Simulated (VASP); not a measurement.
# WF2 (P-3m1) in VASP: relaxation of cell and atoms with PBEsol

Aim: the relaxation of cell and atoms of WF2 with PBEsol.

All numbers are computed with VASP 6.6.1; they aren't measurements. Logs are shortened: lines on timing, memory, paths and dates and some standing lists are left out, and cuts for length are marked.

### 1 The cell of the first run

It takes space group P-3m1 (No. 164, trigonal). Conventional cell: a = 2.831 Å, b = 2.831 Å, c = 4.429 Å, α = 90.00°, β = 90.00°, γ = 120.00°. W (site symmetry -3m) has 6 F at 1.98 Å within 2.6 Å. Within 2.6 Å of F (site symmetry 3m) lie 3 W at 1.98 Å.

### 2 Relaxation of cell and atoms, PBEsol

The input, INCAR:

```
  PREC = Accurate
  ENCUT = 910
  EDIFF = 1E-7
  ISMEAR = 0
  SIGMA = 0.1
  LREAL = False
  LASPH = True
  NELM = 120
  ALGO = Normal
  ISIF = 3
  LWAVE = False
  LCHARG = False
  GGA = PS
  IBRION = 2
  NSW = 100
  EDIFFG = -0.05
  GGA_COMPAT = False
  NELMIN = 4
```

The input, KPOINTS:

```
regular mesh
0
Gamma
  12 12 4
```

The input, POSCAR:

```
WF2
1.0
    2.8314000000      0.0000000000      0.0000000000
   -1.4157000000      2.4520643283      0.0000000000
    0.0000000000      0.0000000000      4.4288900107
W F
1 2
Direct
    0.0000000000      0.0000000000      0.0000000000
    0.3333333333      0.6666666667      0.2522516935
    0.6666666667      0.3333333333      0.7477483065
```

Potentials or basis: VASP PAW PBE potentials, release 64 (W_sv, F_h).

Launch:

```console
> cat potpaw_PBE.64/W_sv/POTCAR potpaw_PBE.64/F_h/POTCAR > POTCAR
> mpirun -np 1 vasp_std > vasp.out
```

OUTCAR:

```text
PREC = Accurate
   ENCUT = 910
   EDIFF = 1E-7
   ISMEAR = 0
   LREAL = False
   LASPH = True
   NELM = 120
   ISIF = 3
   GGA = PS
   IBRION = 2
   NSW = 100
   EDIFFG = -0.05
   NELMIN = 4

 ion  position               nearest neighbor table
   1  0.000  0.000  0.000-   2 1.98   3 1.98   3 1.98   2 1.98   3 1.98   2 1.98
   2  0.333  0.667  0.252-   1 1.98   1 1.98   1 1.98
   3  0.667  0.333  0.748-   1 1.98   1 1.98   1 1.98

  LATTYP: Found a hexagonal cell.
 ALAT       =     2.8314000000
 C/A-ratio  =     1.5642049907

  Lattice vectors:

 A1 = (   2.8314000000,   0.0000000000,   0.0000000000)
 A2 = (  -1.4157000000,   2.4520643283,   0.0000000000)
 A3 = (   0.0000000000,   0.0000000000,   4.4288900107)

Analysis of symmetry for initial positions (statically):
=====================================================================
 Subroutine PRICEL returns:
 Original cell was already a primitive cell.

 Routine SETGRP: Setting up the symmetry group for a
 hexagonal supercell.

 Subroutine GETGRP returns: Found 12 space group operations
 (whereof 12 operations were pure point group operations)
 out of a pool of 24 trial point group operations.

The static configuration has the point symmetry D_3d.

Analysis of symmetry for dynamics (positions and initial velocities):
=====================================================================
 Subroutine PRICEL returns:
 Original cell was already a primitive cell.

 Routine SETGRP: Setting up the symmetry group for a
 hexagonal supercell.

 Subroutine GETGRP returns: Found 12 space group operations
 (whereof 12 operations were pure point group operations)
 out of a pool of 24 trial point group operations.

The dynamic configuration has the point symmetry D_3d.

 Subroutine INISYM returns: Found 12 space group operations
 (whereof 12 operations are pure point group operations),
 and found     1 'primitive' translations

----------------------------------------------------------------------------------------

                                     Primitive cell

  volume of cell :      30.7488

  direct lattice vectors                    reciprocal lattice vectors
     2.831400000  0.000000000  0.000000000     0.353182171  0.203909822  0.000000000
    -1.415700000  2.452064328  0.000000000     0.000000000  0.407819643  0.000000000
     0.000000000  0.000000000  4.428890011     0.000000000  0.000000000  0.225790209

  length of vectors
     2.831400000  2.831400000  4.428890011     0.407819643  0.407819643  0.225790209

  position of ions in fractional coordinates (direct lattice)
     0.000000000  0.000000000  0.000000000
     0.333333333  0.666666667  0.252251693
     0.666666667  0.333333333  0.747748307

  ion indices of the primitive-cell ions
   primitive index   ion index
                 1           1
                 2           2
                 3           3

----------------------------------------------------------------------------------------

 KPOINTS: regular mesh

Automatic generation of k-mesh.
 Grid dimensions read from file:
 generate k-points for:   12   12    4

 Generating k-lattice:

  Cartesian coordinates                     Fractional coordinates (reciprocal lattice)
     0.029431848  0.016992485  0.000000000     0.083333333  0.000000000  0.000000000
     0.000000000  0.033984970  0.000000000     0.000000000  0.083333333  0.000000000
     0.000000000  0.000000000  0.056447552     0.000000000  0.000000000  0.250000000

  Length of vectors
     0.033984970  0.033984970  0.056447552

  Shift w.r.t. Gamma in fractional coordinates (k-lattice)
     0.000000000  0.000000000  0.000000000

 Subroutine IBZKPT returns following result:
 ===========================================

 Found     69 irreducible k-points:

 Following reciprocal coordinates:
            Coordinates               Weight
  0.000000  0.000000  0.000000      1.000000
  0.083333  0.000000  0.000000      6.000000
  0.166667  0.000000  0.000000      6.000000
  0.250000 -0.000000  0.000000      6.000000
  0.333333  0.000000  0.000000      6.000000
  0.416667  0.000000  0.000000      6.000000
[... 16 lines left out ...]
  0.166667  0.000000  0.250000      6.000000
  0.000000  0.166667  0.250000      6.000000
 [... further k-points ...]
   k-points           NKPTS =     69   k-points in BZ     NKDIM =     69   number of bands    NBANDS=     18
   number of dos      NEDOS =    301   number of ions     NIONS =      3
   total plane-waves  NPLWV =  37632
   dimension x,y,z NGX =    28 NGY =   28 NGZ =   48
   dimension x,y,z NGXF=    56 NGYF=   56 NGZF=   96
   ions per type =               1   2
   NGX,Y,Z   is equivalent  to a cutoff of  16.44, 16.44, 18.02 a.u.
   NGXF,Y,Z  is equivalent  to a cutoff of  32.88, 32.88, 36.04 a.u.
 SYSTEM =  unknown system
   PREC   = accura    normal or accurate (medium, high low for compatibility)
   ISTART =      0    job   : 0-new  1-cont  2-samecut
   ICHARG =      2    charge: 1-file 2-atom 10-const
   ISPIN  =      1    spin polarized calculation?
   LNONCOLLINEAR =      F non collinear calculations
   LSORBIT =      F    spin-orbit coupling
   LASPH  =      T    aspherical Exc in radial PAW
   ENCUT  =  910.0 eV  66.88 Ry    8.18 a.u.   6.96  6.96 10.89*2*pi/ulx,y,z
   NELM   =    120;   NELMIN=  4; NELMDL= -5     # of ELM steps
   EDIFF  = 0.1E-06   stopping-criterion for ELM
   LREAL  =      F    real-space projection
   EDIFFG = -.5E-01   stopping-criterion for IOM
   NSW    =    100    number of steps for IOM
   IBRION =      2    ionic relax: 0-MD 1-quasi-New 2-CG
   NFREE  =      1    steps in history (QN), initial steepest desc. (CG)
   ISIF   =      3    stress and relaxation
   ISYM   =      2    0-nonsym 1-usesym 2-fastsym
   POTIM  = 0.5000    time-step for ionic-motion
   TEBEG  =    0.0;   TEEND  =   0.0 temperature during run
   PSTRESS=    0.0 pullay stress
   NELECT =      28.0000    total number of electrons
   NUPDOWN=      -1.0000    fix difference up-down
   EMIN   =  10.00;   EMAX   =-10.00  energy-range for DOS
   EFERMI =   0.00;   METHOD = LEGACY
   ISMEAR =     0;   SIGMA  =   0.10  broadening in eV -4-tet -1-fermi 0-gaus
   EFERMI_NEDOS =   21; number of points for ismear=-14 and -15
   IALGO  =     38    algorithm
   IMIX   =      4    mixing-type and parameters
     AMIX     =   0.40;   BMIX     =  1.00
     AMIX_MAG =   1.60;   BMIX_MAG =  1.00
  volume/ion in A,a.u.               =      10.25        69.17
  Fermi-wavevector in a.u.,A,eV,Ry     =   1.586785  2.998590 34.257942  2.517888
  Thomas-Fermi vector in A             =   2.686043
   LORBIT       =      0    0 simple, 1 ext, 2 COOP (PROOUT), +10 PAW based schemes
   GGA     = PS    functional components
   LHFCALC =     F    Hartree Fock is set to
   AEXX    =    0.0000 exact exchange contribution
   IVDW    =     0    specifies the selected vdW correction
   LEPSILON=     F    determine dielectric tensor
   LRPA    =     F    only Hartree local field effects (RPA)
 conjugate gradient relaxation of ions
 non-spin polarized calculation
 Gauss-broadening in eV      SIGMA  =   0.10
  energy-cutoff  :      910.00
  volume of cell :       30.75
 maximum number of plane-waves:      1933
   NGX = 13   NGY = 13   NGZ = 21

--------------------------------------- Ionic step        1  -------------------------------------------

 number of electron      28.0000003 magnetization

 Free energy of the ion-electron system (eV)
  ---------------------------------------------------
  ext. energy  EPLUGINS =         0.00000000
  ---------------------------------------------------
  free energy    TOTEN  =       -18.61424750 eV

  energy without entropy =      -18.60221678  energy(sigma->0) =      -18.60823214

 E-fermi :  10.8103     XC(G=0): -12.3866

 val. band max:       10.7965099545   @ k =   0.0000   0.2500   0.2500
 cond. band min:      10.8146601839   @ k =   0.2500  -0.0000   0.5000
 fundamental gap:      0.0181502294
 Fermi energy:        10.8103469615

 k-point     1 :       0.0000    0.0000    0.0000
  band No.  band energies     occupation
      1     -64.7372      2.00000
      2     -29.5807      2.00000
      3     -28.7528      2.00000
      4     -28.7528      2.00000
      5     -19.0722      2.00000
      6     -17.3696      2.00000
[... 1112 lines left out ...]
  FREE ENERGIE OF THE ION-ELECTRON SYSTEM (eV)
  ---------------------------------------------------
  free  energy   TOTEN  =       -20.6286527072 eV

  energy  without entropy=      -20.6243920675  energy(sigma->0) =      -20.62652239

[... ionic steps 4 to 9 ...]

--------------------------------------- Ionic step       10  -------------------------------------------

 number of electron      27.9999994 magnetization

------------------------ aborting loop because EDIFF is reached ----------------------------------------

  FORCE on cell =-STRESS in cart. coord.  units (eV):
  Direction    XX          YY          ZZ          XY          YZ          ZX
  --------------------------------------------------------------------------------------
  -------------------------------------------------------------------------------------
  Total       -0.0004619     -0.0004619      0.2288073     -0.0000000      0.0000000      0.0000000
  in kB       -0.0223681     -0.0223681     11.0804413     -0.0000000      0.0000000      0.0000000
  external PRESSURE =       3.6785684 kB  Pullay stress =       0.0000000 kB
[... 59 lines left out ...]
  energy  without entropy=      -21.2411436670  energy(sigma->0) =      -21.24386912

--------------------------------------- Ionic step       12  -------------------------------------------

 number of electron      27.9999996 magnetization

 Free energy of the ion-electron system (eV)
  ---------------------------------------------------
  ext. energy  EPLUGINS =         0.00000000
  ---------------------------------------------------
  free energy    TOTEN  =       -21.24742127 eV

  energy without entropy =      -21.24197610  energy(sigma->0) =      -21.24469869

 E-fermi :   9.1958     XC(G=0): -12.1136

 val. band max:        9.0274030600   @ k =   0.0000   0.0000   0.2500
 cond. band min:       9.2022322412   @ k =   0.1667   0.0833   0.0000
 fundamental gap:      0.1748291812
 Fermi energy:         9.1957801426

 k-point     1 :       0.0000    0.0000    0.0000
  band No.  band energies     occupation
      1     -66.9076      2.00000
      2     -31.7215      2.00000
      3     -30.3570      2.00000
      4     -30.3570      2.00000
      5     -18.7124      2.00000
      6     -17.7194      2.00000
[... 525 lines left out ...]
  FREE ENERGIE OF THE ION-ELECTRON SYSTEM (eV)
  ---------------------------------------------------
  free  energy   TOTEN  =       -21.2474212733 eV

  energy  without entropy=      -21.2419761018  energy(sigma->0) =      -21.24469869

 reached required accuracy - stopping structural energy minimisation
```

It took 8.8 min on 1 thread of AMD EPYC 7R43 (Zen 3), shared host; peak memory 0.22 GiB.

Results:

```
Free energy                           : -21.2474 eV
Relaxed volume                        : 11.08 Å³/atom
Relaxed cell                          : a = 2.761 Å, b = 2.761 Å, c = 5.035 Å, α = 90.00°, β = 90.00°, γ = 120.00°
Space group after relaxing (to 0.1 Å) : P-3m1 (No. 164)
Pressure after relaxing               : 0.3 GPa
Largest force after relaxing          : 0.027 eV/Å
Band gap on the k mesh                : zero (bands 14 and 15 overlap by 2.22 eV)
```

Forces in eV/Å, atoms in the order of the input:
```
W    0.000  0.000  0.000
F    0.000  0.000 -0.027
F    0.000  0.000  0.027
```

Stress tensor (GPa, compression positive):
```
0.41 0.00 0.00
0.00 0.41 0.00
0.00 0.00 0.01
```

Final structure:
```yaml
crystal:
  lattice:
    - [2.76059, 0.00000, 0.00000]
    - [-1.38030, 2.39074, 0.00000]
    - [0.00000, 0.00000, 5.03519]
  atoms:
    - { symbol: W, position: [0.00000, 0.00000, 0.00000] }
    - { symbol: F, position: [0.33333, 0.66667, 0.29675] }
    - { symbol: F, position: [0.66667, 0.33333, 0.70325] }
```

Levels at points of the mesh, in eV from the Fermi level:
| k point | band 12 | band 13 | band 14 | band 15 | band 16 | band 17 |
| --- | --- | --- | --- | --- | --- | --- |
| (0.00, 0.00, 0.00) | -7.49 | -4.91 | -1.70 | -1.70 | -0.59 | 1.20 |
| (0.50, 0.00, 0.00) | -8.18 | -5.14 | 0.42 | 1.32 | 1.40 | 3.72 |
| (0.00, 0.00, 0.50) | -7.67 | -4.31 | -1.70 | -1.70 | 0.39 | 1.27 |
| (0.50, 0.00, 0.50) | -7.81 | -5.24 | 0.43 | 1.22 | 1.31 | 3.70 |

Caveat: the cutoff is under 1.25 times the usual one of these potentials, so pressure, stress and relaxed cells hold a basis-set (Pulay) error; the PAW data sets were made with another functional, which shifts forces and pressure a little; spin-orbit coupling is left out, which moves the levels of the heavy elements; the relaxation stopped at a loose force limit of 0.05 eV/Å, so its end isn't a converged minimum.
